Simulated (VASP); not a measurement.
## Si: single point with PBE

Crystal: Si.

```
CELL_PARAMETERS angstrom
6.95373 -1.93570 -0.00265
6.95373 1.93570 -0.00265
-0.75354 0.00000 6.31582
ATOMIC_POSITIONS crystal
Si 0.05567 0.05567 0.87394
Si 0.94433 0.94433 0.12606
Si 0.55921 0.55921 0.65369
Si 0.44079 0.44079 0.34631
Si 0.21291 0.21291 0.05694
Si 0.78709 0.78709 0.94306
Si 0.72708 0.72708 0.58556
Si 0.27292 0.27292 0.41444
```

```json
{
  "Program": "VASP 6.6.1",
  "Task": "single point",
  "Functional": "PBE",
  "Potentials or basis": "VASP PAW PBE potentials, release 64 (Si)",
  "Cutoff": "520 eV",
  "k mesh": "6 × 6 × 4",
  "Occupations": "gaussian, width 0.01 eV",
  "Spin": "no spin polarisation",
  "Dipole correction": "no",
  "Further INCAR settings": "ALGO = Normal; EDIFF = 1e-07; NBANDS = 26"
}
```

- Pressure: -0.1 GPa
- Largest force: 0.004 eV/Å
- Band gap on the k mesh: 0.27 eV (least direct gap 0.52 eV)

Forces in eV/Å, atoms in the order of the input:
```
Si   0.002  0.000  0.003
Si  -0.002  0.000 -0.003
Si   0.000  0.000  0.000
Si   0.000  0.000  0.000
Si   0.004  0.000 -0.001
Si  -0.004  0.000  0.001
Si   0.003  0.000  0.001
Si  -0.003  0.000 -0.001
```

Levels at points of the mesh, in eV from the valence-band top:
```csv
k point,band 12,band 13,band 14,band 15,band 16,band 17,band 18,band 19,band 20,band 21
"(0.00, 0.00, 0.00)",-1.17,-0.89,-0.75,-0.39,0.00,0.52,1.49,1.64,1.82,2.20
"(0.50, 0.00, 0.00)",-3.17,-2.88,-2.76,-2.20,-1.89,0.83,1.52,1.87,2.60,2.99
"(0.50, 0.50, 0.00)",-1.60,-1.44,-1.14,-0.79,-0.41,0.37,1.19,2.10,2.26,2.28
"(0.00, 0.00, 0.50)",-2.17,-1.44,-1.30,-1.06,-0.96,0.88,1.24,1.79,2.49,2.53
"(0.50, 0.00, 0.50)",-3.13,-2.18,-1.94,-1.73,-1.44,0.98,1.34,1.55,1.73,2.42
"(0.50, 0.50, 0.50)",-2.31,-2.05,-1.51,-1.16,-0.80,0.27,1.19,1.32,2.29,2.95
```

It took 4.7 min on 1 thread of Intel(R) Xeon(R) Platinum 8488C (Sapphire Rapids) (shared host), peak memory 0.41 GiB.

A k mesh can miss the band edges.
